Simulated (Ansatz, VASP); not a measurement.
Tl: VASP beside Ansatz

```
Tl
1.0
     1.87956   -2.88559    0.00000
     1.87956    2.88559    0.00000
     0.00000    0.00000    3.06411
Tl
1
Direct
  0.00000 0.00000 0.00000
```

Alike in both runs: functional PBE; k mesh 6 × 6 × 6; occupations gaussian, width 0.1 eV; no spin polarisation.

Ansatz relaxed the structure, and its values are those at the end. VASP's run is a single point on that final structure, the one shown.

```csv
,VASP,Ansatz
version,VASP 6.6.1,Ansatz 0.2.0
potentials or method,"VASP PAW PBE potentials, release 64 (Tl_d), cutoff 520 eV","scalar-relativistic, plane waves, PAW"
valence electrons in the cell,13,13
```

VASP gave:

* gap on the k mesh at the Fermi level (eV): none
* pressure (GPa): 0.1

**Question.** Estimate Ansatz's values.

**Answer.** gap on the k mesh at the Fermi level (eV): none; pressure (GPa): 0.2.

A gap of «none» marks a metal or a gap that the smearing closes.

Spin-orbit coupling is off throughout.
